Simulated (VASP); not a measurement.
# Ba (Im-3m) in VASP: a series of runs

Aim: see how the results for Ba move with the level of theory and the settings. Levels: BLYP, LDA, revPBE. Tasks: density of states, elastic constants.

All numbers are computed with VASP 6.6.1; they aren't measurements. Logs are shortened: lines on timing, memory, paths and dates and some standing lists are left out, and cuts for length are marked.

### 1 The cell of the first run

It takes space group Im-3m (No. 229, cubic). Conventional cell: a = 5.013 Å, b = 5.013 Å, c = 5.013 Å, α = 90.00°, β = 90.00°, γ = 90.00°. Within 5.7 Å of Ba (site symmetry m-3m) lie 14 Ba at 4.34 to 5.01 Å.

### 2 Density of states, BLYP, collinear spin, ferromagnetic start

POSCAR

```
Ba
1.0
   -2.5065000000      2.5065000000      2.5065000000
    2.5065000000     -2.5065000000      2.5065000000
    2.5065000000      2.5065000000     -2.5065000000
Ba
1
Direct
    0.0000000000      0.0000000000      0.0000000000
```

INCAR.step1

```
PREC = Accurate
ENCUT = 520
EDIFF = 1E-7
ISMEAR = -1
SIGMA = 0.1
LREAL = F
LASPH = T
NELM = 150
ALGO = Normal
ISIF = 2
LWAVE = F
LCHARG = T
ISPIN = 2
MAGMOM = 0.5
GGA = B5
ALDAX = 1.0
AGGAX = 1.0
AGGAC = 1.0
ALDAC = 0.0
NBANDS = 15
```

KPOINTS.step1

```
regular mesh
0
Gamma
  8 8 8
```

INCAR.step2

```
PREC = Accurate
ENCUT = 520
EDIFF = 1E-7
ISMEAR = -5
SIGMA = 0.1
LREAL = F
LASPH = T
NELM = 150
ALGO = Normal
ISIF = 2
LWAVE = F
LCHARG = F
ISPIN = 2
MAGMOM = 0.5
LORBIT = 11
GGA = B5
ALDAX = 1.0
AGGAX = 1.0
AGGAC = 1.0
ALDAC = 0.0
NBANDS = 15
NEDOS = 1001
ICHARG = 11
```

KPOINTS.step2

```
regular mesh
0
Gamma
  12 12 12
```

Potentials or basis: VASP PAW PBE potentials, release 64 (Ba_sv).

Run with:

```sh
> cat potpaw_PBE.64/Ba_sv/POTCAR > POTCAR
> cp INCAR.step1 INCAR
> cp KPOINTS.step1 KPOINTS
> mpirun -np 1 vasp_std > vasp.out
> cp INCAR.step2 INCAR
> cp KPOINTS.step2 KPOINTS
> mpirun -np 1 vasp_std > vasp.out
```

OUTCAR:

```text
PREC = Accurate
   ENCUT = 520
   EDIFF = 1E-7
   ISMEAR = -5
   LREAL = F
   LASPH = T
   NELM = 150
   ISIF = 2
   ISPIN = 2
   LORBIT = 11
   GGA = B5
   ICHARG = 11

 ion  position               nearest neighbor table
   1  0.000  0.000  0.000-

  LATTYP: Found a body centered cubic cell.
 ALAT       =     5.0130000000

  Lattice vectors:

 A1 = (  -2.5065000000,   2.5065000000,   2.5065000000)
 A2 = (   2.5065000000,  -2.5065000000,   2.5065000000)
 A3 = (   2.5065000000,   2.5065000000,  -2.5065000000)

Analysis of symmetry for initial positions (statically):
=====================================================================
 Subroutine PRICEL returns:
 Original cell was already a primitive cell.

 Routine SETGRP: Setting up the symmetry group for a
 body centered cubic supercell.

 Subroutine GETGRP returns: Found 48 space group operations
 (whereof 48 operations were pure point group operations)
 out of a pool of 48 trial point group operations.

The static configuration has the point symmetry O_h .

Analysis of symmetry for dynamics (positions and initial velocities):
=====================================================================
 Subroutine PRICEL returns:
 Original cell was already a primitive cell.

 Routine SETGRP: Setting up the symmetry group for a
 body centered cubic supercell.

 Subroutine GETGRP returns: Found 48 space group operations
 (whereof 48 operations were pure point group operations)
 out of a pool of 48 trial point group operations.

The dynamic configuration has the point symmetry O_h .

Analysis of structural, dynamic, and magnetic symmetry:
=====================================================================
 Subroutine PRICEL returns:
 Original cell was already a primitive cell.

 Routine SETGRP: Setting up the symmetry group for a
 body centered cubic supercell.

 Subroutine GETGRP returns: Found 48 space group operations
 (whereof 48 operations were pure point group operations)
 out of a pool of 48 trial point group operations.

The overall configuration has the point symmetry O_h .

 Subroutine INISYM returns: Found 48 space group operations
 (whereof 48 operations are pure point group operations),
 and found     1 'primitive' translations

----------------------------------------------------------------------------------------

                                     Primitive cell

  volume of cell :      62.9888

  direct lattice vectors                    reciprocal lattice vectors
    -2.506500000  2.506500000  2.506500000     0.000000000  0.199481348  0.199481348
     2.506500000 -2.506500000  2.506500000     0.199481348  0.000000000  0.199481348
     2.506500000  2.506500000 -2.506500000     0.199481348  0.199481348  0.000000000

  length of vectors
     4.341385349  4.341385349  4.341385349     0.282109228  0.282109228  0.282109228

  position of ions in fractional coordinates (direct lattice)
     0.000000000  0.000000000  0.000000000

  ion indices of the primitive-cell ions
   primitive index   ion index
                 1           1

----------------------------------------------------------------------------------------

 KPOINTS: regular mesh

Automatic generation of k-mesh.
 Grid dimensions read from file:
 generate k-points for:   12   12   12

 Generating k-lattice:

  Cartesian coordinates                     Fractional coordinates (reciprocal lattice)
     0.000000000  0.016623446  0.016623446     0.083333333  0.000000000  0.000000000
     0.016623446  0.000000000  0.016623446     0.000000000  0.083333333  0.000000000
     0.016623446  0.016623446  0.000000000     0.000000000  0.000000000  0.083333333

  Length of vectors
     0.023509102  0.023509102  0.023509102

  Shift w.r.t. Gamma in fractional coordinates (k-lattice)
     0.000000000  0.000000000  0.000000000

 TETIRR: Found   1910 inequivalent tetrahedra from    10368

 Subroutine IBZKPT returns following result:
 ===========================================

 Found     72 irreducible k-points:

 Following reciprocal coordinates:
            Coordinates               Weight
  0.000000  0.000000  0.000000      1.000000
  0.083333  0.000000  0.000000     12.000000
  0.166667  0.000000  0.000000     12.000000
  0.250000  0.000000  0.000000     12.000000
  0.333333  0.000000  0.000000     12.000000
  0.416667  0.000000  0.000000     12.000000
[... 16 lines left out ...]
  0.333333  0.083333  0.083333     24.000000
  0.416667  0.083333  0.083333     12.000000
 [... further k-points ...]
   k-points           NKPTS =     72   k-points in BZ     NKDIM =     72   number of bands    NBANDS=     15
   number of dos      NEDOS =   1001   number of ions     NIONS =      1
   total plane-waves  NPLWV =  32768
   dimension x,y,z NGX =    32 NGY =   32 NGZ =   32
   dimension x,y,z NGXF=    64 NGYF=   64 NGZF=   64
   ions per type =               1
   NGX,Y,Z   is equivalent  to a cutoff of  12.25, 12.25, 12.25 a.u.
   NGXF,Y,Z  is equivalent  to a cutoff of  24.51, 24.51, 24.51 a.u.
 SYSTEM =  unknown system
   PREC   = accura    normal or accurate (medium, high low for compatibility)
   ISTART =      0    job   : 0-new  1-cont  2-samecut
   ICHARG =     11    charge: 1-file 2-atom 10-const
   ISPIN  =      2    spin polarized calculation?
   LNONCOLLINEAR =      F non collinear calculations
   LSORBIT =      F    spin-orbit coupling
   LASPH  =      T    aspherical Exc in radial PAW
   ENCUT  =  520.0 eV  38.22 Ry    6.18 a.u.   8.07  8.07  8.07*2*pi/ulx,y,z
   NELM   =    150;   NELMIN=  2; NELMDL=  0     # of ELM steps
   EDIFF  = 0.1E-06   stopping-criterion for ELM
   LREAL  =      F    real-space projection
   EDIFFG = 0.1E-05   stopping-criterion for IOM
   NSW    =      0    number of steps for IOM
   IBRION =     -1    ionic relax: 0-MD 1-quasi-New 2-CG
   NFREE  =      0    steps in history (QN), initial steepest desc. (CG)
   ISIF   =      2    stress and relaxation
   ISYM   =      2    0-nonsym 1-usesym 2-fastsym
   POTIM  = 0.5000    time-step for ionic-motion
   TEBEG  =    0.0;   TEEND  =   0.0 temperature during run
   PSTRESS=    0.0 pullay stress
   NELECT =      10.0000    total number of electrons
   NUPDOWN=      -1.0000    fix difference up-down
   EMIN   =  10.00;   EMAX   =-10.00  energy-range for DOS
   EFERMI =   0.00;   METHOD = LEGACY
   ISMEAR =    -5;   SIGMA  =   0.10  broadening in eV -4-tet -1-fermi 0-gaus
   EFERMI_NEDOS =   21; number of points for ismear=-14 and -15
   IALGO  =     38    algorithm
   IMIX   =      4    mixing-type and parameters
     AMIX     =   0.40;   BMIX     =  1.00
     AMIX_MAG =   1.60;   BMIX_MAG =  1.00
  volume/ion in A,a.u.               =      62.99       425.07
  Fermi-wavevector in a.u.,A,eV,Ry     =   0.886449  1.675146 10.691349  0.785792
  Thomas-Fermi vector in A             =   2.007617
   LORBIT       =     11    0 simple, 1 ext, 2 COOP (PROOUT), +10 PAW based schemes
   GGA     = B5    functional components
   LHFCALC =     F    Hartree Fock is set to
   AEXX    =    0.0000 exact exchange contribution
   IVDW    =     0    specifies the selected vdW correction
   LEPSILON=     F    determine dielectric tensor
   LRPA    =     F    only Hartree local field effects (RPA)
 spin polarized calculation
 Fermi weights with tetrahedron method with Bloechl corrections
  energy-cutoff  :      520.00
  volume of cell :       62.99
 maximum number of plane-waves:      1724

 number of electron       9.9999999 magnetization       0.0000146

 Free energy of the ion-electron system (eV)
  ---------------------------------------------------
  ext. energy  EPLUGINS =         0.00000000
  ---------------------------------------------------
  free energy    TOTEN  =        -1.23784419 eV

  energy without entropy =       -1.23784419  energy(sigma->0) =       -1.23784419

 E-fermi :   2.0973     XC(G=0):  -6.9305

 val. band max:        2.1523390052   @ k =  -0.4167  -0.4167   0.1667
 cond. band min:       2.1017812830   @ k =  -0.4167   0.5000   0.2500
 fundamental gap:     -0.0505577222
 Fermi energy:         2.0973069160

 spin component 1

 k-point     1 :       0.0000    0.0000    0.0000
  band No.  band energies     occupation
      1     -26.8187      1.00000
      2     -11.8260      1.00000
      3     -11.8260      1.00000
      4     -11.8260      1.00000
      5      -0.5473      1.00000
      6       3.8419      0.00000
      7       3.8419      0.00000
      8       3.8419      0.00000
      9       5.1890      0.00000
     10       5.1890      0.00000
     11       9.1872      0.00000
     12       9.1872      0.00000
     13       9.1872      0.00000
     14      14.5464      0.00000
     15      14.5465      0.00000
[... 397 lines left out ...]
 k-point    24 :       0.4167    0.0833    0.0833
  band No.  band energies     occupation
      1     -26.7745      1.00000
      2     -12.2525      1.00000
      3     -11.9943      1.00000
      4     -11.8595      1.00000
      5       1.5178      1.00992
      6       2.6821      0.00000
      7       3.3333      0.00000
      8       5.2879      0.00000
      9       5.7317      0.00000
     10       7.4388      0.00000
     11       7.6759      0.00000
     12       8.2498      0.00000
     13      10.0842      0.00000
     14      12.5653      0.00000
     15      13.5198      0.00000

 [... further k-points ...]

 spin component 2

 k-point     1 :       0.0000    0.0000    0.0000
  band No.  band energies     occupation
      1     -26.8187      1.00000
      2     -11.8260      1.00000
      3     -11.8260      1.00000
      4     -11.8260      1.00000
      5      -0.5473      1.00000
      6       3.8419      0.00000
      7       3.8419      0.00000
      8       3.8419      0.00000
      9       5.1890      0.00000
     10       5.1890      0.00000
     11       9.1872      0.00000
     12       9.1872      0.00000
     13       9.1872      0.00000
     14      14.5464      0.00000
     15      14.5469      0.00000
[... 397 lines left out ...]
 k-point    24 :       0.4167    0.0833    0.0833
  band No.  band energies     occupation
      1     -26.7745      1.00000
      2     -12.2525      1.00000
      3     -11.9943      1.00000
      4     -11.8594      1.00000
      5       1.5178      1.00992
      6       2.6821      0.00000
      7       3.3332      0.00000
      8       5.2879      0.00000
      9       5.7317      0.00000
     10       7.4389      0.00000
     11       7.6759      0.00000
     12       8.2498      0.00000
     13      10.0842      0.00000
     14      12.5653      0.00000
     15      13.5198      0.00000

 [... further k-points ...]
[... 5 lines left out ...]
  --------------------------------------------------------------------------------------
  -------------------------------------------------------------------------------------
  Total        0.2067705      0.2067705      0.2067705      0.0000000     -0.0000000      0.0000000
  in kB        5.2593984      5.2593984      5.2593984      0.0000000     -0.0000000      0.0000000
  external PRESSURE =       5.2593984 kB  Pullay stress =       0.0000000 kB

 VOLUME and BASIS-vectors are now :
 -----------------------------------------------------------------------------
  energy-cutoff  :      520.00
  volume of cell :       62.99
      direct lattice vectors                 reciprocal lattice vectors
    -2.506500000  2.506500000  2.506500000     0.000000000  0.199481348  0.199481348
     2.506500000 -2.506500000  2.506500000     0.199481348  0.000000000  0.199481348
     2.506500000  2.506500000 -2.506500000     0.199481348  0.199481348  0.000000000

 POSITION                                       TOTAL-FORCE (eV/Angst)
 -----------------------------------------------------------------------------------
      0.00000      0.00000      0.00000         0.000000     -0.000000     -0.000000
 -----------------------------------------------------------------------------------
    total drift:                               -0.000000      0.000000      0.000000

  FREE ENERGIE OF THE ION-ELECTRON SYSTEM (eV)
  ---------------------------------------------------
  free  energy   TOTEN  =        -1.2378441892 eV

  energy  without entropy=       -1.2378441892  energy(sigma->0) =       -1.23784419

 total charge

# of ion       s       p       d       tot
------------------------------------------
    1        2.077   5.532   0.297   7.907

 magnetization (x)

# of ion       s       p       d       tot
------------------------------------------
    1       -0.000  -0.000   0.000  -0.000
```

Run time: 2.1 min. Hardware: 1 thread of Intel Xeon Platinum 8259CL at 2.50GHz (Skylake/Cascade Lake), shared host; peak memory 0.26 GiB.

Results:

```yaml
Net_moment: 0.00 μB per cell
Valence_electrons_inside_the_program's_atomic_spheres: Ba 7.91
```

Levels at points of the mesh, in eV from the Fermi level:
Spin up:
```
           k point  band 2  band 3  band 4  band 5  band 6  band 7  band 8  band 9
(0.00, 0.00, 0.00)  -13.92  -13.92  -13.92   -2.64    1.74    1.74    1.74    3.09
(0.50, 0.00, 0.00)  -14.38  -14.07  -13.93   -0.85    0.66    1.43    3.07    3.61
(0.50, 0.50, 0.50)  -14.24  -14.24  -14.24   -0.54   -0.54    4.53    4.53    4.53
```
Spin down:
```csv
k point,band 3,band 4,band 5,band 6,band 7,band 8
"(0.00, 0.00, 0.00)",-13.92,-13.92,-2.64,1.74,1.74,1.74
"(0.50, 0.00, 0.00)",-14.07,-13.93,-0.85,0.66,1.43,3.07
"(0.50, 0.50, 0.50)",-14.24,-14.24,-0.54,-0.54,4.53,4.53
```

Caveat: the PAW data sets were made with another functional, which shifts forces and pressure a little; spin-orbit coupling is left out, which moves the levels of the heavy elements; tetrahedron occupations give inexact forces and stress in metals.

(Part 1 of 2 ends here.)
